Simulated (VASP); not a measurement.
The system is HfSbH5.

```
CELL_PARAMETERS angstrom
2.59690 1.49932 4.29102
-2.59690 1.49932 4.29102
0.00000 -2.99864 4.29102
ATOMIC_POSITIONS crystal
Hf 0.00000 0.00000 0.00000
Sb 0.50000 0.50000 0.50000
H 0.80986 0.80986 0.80986
H 0.19014 0.19014 0.19014
H 0.00000 0.00000 0.50000
H 0.50000 0.00000 0.00000
H 0.00000 0.50000 0.00000
```

| Quantity | Value |
| --- | --- |
| Program | VASP 6.6.1 |
| Task | relaxation of cell and atoms |
| Functional | PBE |
| Potentials or basis | VASP PAW PBE potentials, release 64 (Hf_pv, Sb, H) |
| Cutoff | 600 eV |
| k mesh | 6 × 6 × 6 |
| Occupations | gaussian, width 0.1 eV |
| Spin | no spin polarisation |

At the start: pressure -15.0 GPa; volume 14.32 Å³/atom.

Where does the relaxation end?

Over 16 steps the energy falls by 534.7 meV/atom and the volume is 9.25 Å³/atom (-35.4 %); space group R-3m (No. 166, to 0.05 Å).

The path:
```
step  energy change (eV)  largest force (eV/Å)  pressure (GPa)  volume (Å³)
   1              0.0000                1.3191          -15.00       100.24
   2             -2.3109                0.9353          -11.51        81.86
   3              3.9135               11.9783           95.26        44.72
   4             -2.9897                0.6291           -7.67        74.33
   5             -3.2138                1.7851           12.06        60.73
   6             -3.4107                0.2813           -0.01        67.13
   7             -3.4262                0.4802            1.59        66.04
   8             -3.4275                0.5988            2.55        65.43
   9             -3.5471                0.7958            2.02        65.77
  10             -3.5926                1.0766            1.93        66.08
  11             -3.6775                0.4752           -0.92        67.24
  12             -3.6936                0.1207           -2.82        68.13
  13             -3.7199                0.0860           -1.73        66.89
  14             -3.7396                0.0406            0.28        64.95
  15             -3.7400                0.0340            0.62        64.65
  16             -3.7427                0.0306            0.43        64.74
```

Final structure:
```
Hf Sb H
1.0
     2.49271    1.43917    3.00790
    -2.49271    1.43917    3.00790
     0.00000   -2.87833    3.00790
Hf Sb H
1 1 5
Direct
  0.00000 0.00000 0.00000
  0.50000 0.50000 0.50000
  0.78784 0.78784 0.78784
  0.21216 0.21216 0.21216
  0.00000 0.00000 0.50000
  0.50000 0.00000 0.00000
  0.00000 0.50000 0.00000
```

Caveat: the volume moved by over 15 % at a fixed basis, so the end points are rough.
